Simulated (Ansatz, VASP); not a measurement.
# Two plane-wave programs on Si4C5

Contents of INCAR:

```
PREC = Accurate ; ENCUT = 520
EDIFF = 1E-7 ; ISMEAR = 0
SIGMA = 0.05 ; LREAL = False
LASPH = True ; NELM = 150
ALGO = Normal ; ISIF = 2
LWAVE = False ; LCHARG = False
ISPIN = 2 ; MAGMOM = 0 0 0 0 0 0 0 0 2
LORBIT = 11 ; LDIPOL = True
IDIPOL = 3 ; DIPOL = 0.5 0.5 0.307
GGA = PE ; NBANDS = 32
```

KPOINTS

```
Automatic mesh
0
Gamma
  9 6 1
```

File POSCAR:

```
Si4C5
1.0
    3.0967389913      0.0000000000      0.0000000000
    0.0000000000      4.3794502806      0.0000000000
    0.0000000000      0.0000000000     21.6332076680
Si C
4 5
Direct
    0.5000000000      0.5000000000      0.1849009200
    0.0000000000      0.0000000000      0.2564746561
    0.5000000000      0.4971399428      0.3308417698
    0.0000000000      0.9498901322      0.3879886411
    0.0000000000      0.2500000000      0.1849009200
    0.5000000000      0.7500000000      0.2564746561
    0.0000000000      0.2559422956      0.3296079144
    0.5000000000      0.7547377220      0.3990720101
    1.0000000000      1.2547377220      0.4309674188
```

Input for Ansatz:

```yaml
crystal:
  lattice:
    - [3.0967389913, 0.0, 0.0]
    - [0.0, 4.3794502806, 0.0]
    - [0.0, 0.0, 21.633207668]
  atoms:
    - { symbol: Si, position: [0.5, 0.5, 0.18490092] }
    - { symbol: C, position: [0.0, 0.25, 0.18490092] }
    - { symbol: Si, position: [0.0, 0.0, 0.2564746561] }
    - { symbol: C, position: [0.5, 0.75, 0.2564746561] }
    - { symbol: Si, position: [0.5, 0.4971399428, 0.3308417698] }
    - { symbol: C, position: [0.0, 0.2559422956, 0.3296079144] }
    - { symbol: Si, position: [0.0, 0.9498901322, 0.3879886411] }
    - { symbol: C, position: [0.5, 0.754737722, 0.3990720101] }
    - { symbol: C, position: [1.0, 1.254737722, 0.4309674188], spin: 2.0 }
basis:
  ecutwfc: 420
kpoints:
  mp_grid: { grid: [9, 6, 1] }
hamiltonian:
  xc: pbe
  pseudopotentials: { kind: paw, azcp: { folder: soft_1 } }
scf:
  occupations: { method: gaussian, width: 0.05 }
output:
  forces: true
  eigenvalues: true
  populations: true
magnetization:
  spin_polarized: true
efield:
  axis: 3
  dipole_correction: true
  ramp_width: 0.04
```

Alike in both runs: task single point; functional PBE; k mesh 9 × 6 × 1; occupations gaussian, width 0.05 eV; collinear spin.

```csv
,VASP,Ansatz
version,VASP 6.6.1,Ansatz 0.2.0
potentials or method,"VASP PAW PBE potentials, release 64 (Si, C), cutoff 520 eV","scalar-relativistic, plane waves, PAW"
valence electrons in the cell,36,36
```

```csv
,VASP,Ansatz,Ansatz less VASP
gap on the k mesh at the Fermi level (eV),none,none,-
rms of the force components (eV/Å),2.037,2.045,+0.0083
net moment per atom (μB),0.05,0.05,0.000
size of the moment on the site where the two differ most (μB),0.14,0.12,-0.017
```

Site moments also hang on the region over which each program counts them. A gap of «none» marks a metal or a gap that the smearing closes. The functional is the same, so the differences come from potentials, cutoffs and numerics.
